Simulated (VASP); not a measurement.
**SnGeH6: relaxation of cell and atoms with PBEsol**

SnGeH6:

```
CELL_PARAMETERS angstrom
-0.03386 3.66952 3.65229
3.79526 -0.01345 3.63187
3.83836 3.69221 -0.05655
ATOMIC_POSITIONS crystal
Sn 0.51411 0.49766 0.49073
Ge 0.00442 0.00366 0.99533
H 0.76202 0.23228 0.24296
H 0.23718 0.75942 0.77019
H 0.22759 0.75958 0.24059
H 0.75968 0.23166 0.77249
H 0.24296 0.22613 0.76576
H 0.76733 0.76820 0.22457
```

| Item | Value |
| --- | --- |
| Program | VASP 6.6.1 |
| Task | relaxation of cell and atoms |
| Functional | PBEsol |
| Potentials or basis | VASP PAW PBE potentials, release 64 (Sn_d, Ge_d, H) |
| Cutoff | 600 eV |
| k mesh | 4 × 4 × 4 |
| Occupations | fermi-dirac, width 0.05 eV |
| Spin | no spin polarisation |
| Dipole correction | no |
| Further INCAR settings | ALGO = Normal; EDIFF = 1e-06; IBRION = 2; EDIFFG = -0.01; NSW = 100; ISIF = 3 |

```yaml
Relaxed_volume: 13.14 Å³/atom
Relaxed_cell: a = 5.294 Å, b = 5.294 Å, c = 5.298 Å, α = 60.05°, β = 60.06°, γ = 60.03°
Space_group_after_relaxing_to_0.1_Å: Fm-3m (No. 225)
Energy_gained_by_relaxing: 9.2 meV/atom
Ionic_steps: 17
Pressure_after_relaxing: 0.0 GPa
Largest_force_after_relaxing: 0.007 eV/Å
Band_gap_on_the_k_mesh: zero (bands 17 and 18 overlap by 3.33 eV)
```

Forces in eV/Å, atoms in the order of the input:
```
Sn  -0.005  0.001  0.003
Ge   0.007 -0.001  0.000
H   -0.005  0.000 -0.001
H    0.002  0.001  0.000
H    0.001 -0.003  0.002
H    0.000  0.002 -0.004
H   -0.002 -0.004 -0.004
H    0.001  0.003  0.004
```

Step by step:
```tsv
step	energy change (eV)	largest force (eV/Å)	pressure (GPa)	volume (Å³)
1	0.0000	0.2593	0.67	103.76
2	-0.0483	0.1935	0.16	104.56
3	-0.0633	0.1293	-0.21	105.29
4	-0.0665	0.0910	-0.08	105.03
5	-0.0693	0.0738	0.32	104.38
6	-0.0712	0.0387	0.13	104.86
7	-0.0715	0.0467	0.04	105.08
8	-0.0715	0.0503	0.01	105.18
9	-0.0723	0.0276	-0.06	105.29
10	-0.0727	0.0334	-0.13	105.42
11	-0.0731	0.0136	0.04	105.08
12	-0.0731	0.0140	0.04	105.06
13	-0.0731	0.0152	0.06	105.03
14	-0.0733	0.0135	0.04	105.05
15	-0.0733	0.0136	0.01	105.08
16	-0.0734	0.0134	0.02	105.11
17	-0.0734	0.0070	0.01	105.10
```

Final structure:
```
CELL_PARAMETERS angstrom
-0.00134 3.74319 3.74332
3.74413 -0.00135 3.74215
3.74666 3.74625 -0.00571
ATOMIC_POSITIONS crystal
Sn 0.50156 0.49732 0.50058
Ge 0.00182 0.99721 0.00038
H 0.76958 0.22970 0.23292
H 0.23425 0.76509 0.76767
H 0.23318 0.76315 0.23396
H 0.77104 0.23153 0.76630
H 0.23585 0.22833 0.76982
H 0.76799 0.76627 0.23098
```

Levels at points of the mesh, in eV from the Fermi level:
```csv
k point,band 14,band 15,band 16,band 17,band 18,band 19,band 20,band 21
"(0.00, 0.00, 0.00)",-5.60,-5.60,-1.72,-1.72,1.23,1.23,1.23,4.07
"(0.50, 0.00, 0.00)",-4.79,-4.01,-4.00,-2.00,-1.50,5.01,5.31,5.34
"(0.00, 0.50, 0.00)",-4.79,-4.01,-4.00,-2.00,-1.50,5.01,5.31,5.34
"(0.50, 0.50, 0.00)",-6.00,-5.99,-1.46,1.83,1.98,1.98,2.60,2.65
"(0.00, 0.00, 0.50)",-4.79,-4.00,-4.00,-2.00,-1.50,5.00,5.31,5.34
"(0.50, 0.00, 0.50)",-6.00,-5.99,-1.46,1.83,1.98,1.98,2.60,2.65
"(0.00, 0.50, 0.50)",-6.00,-5.99,-1.46,1.83,1.98,1.98,2.60,2.65
"(0.50, 0.50, 0.50)",-4.79,-4.01,-4.01,-2.01,-1.50,5.01,5.31,5.35
```

Run time: 36 min on 1 thread of Oxide Virtual Turin-like Processor, with other jobs on the host, peak memory 0.33 GiB.

Caveat: the k points lie up to 0.36 Å⁻¹ apart in the final cell, too coarse for converged energies and pressures of a metal; the PAW data sets were made with another functional, which shifts forces and pressure a little; spin-orbit coupling is left out, which moves the levels of the heavy elements.
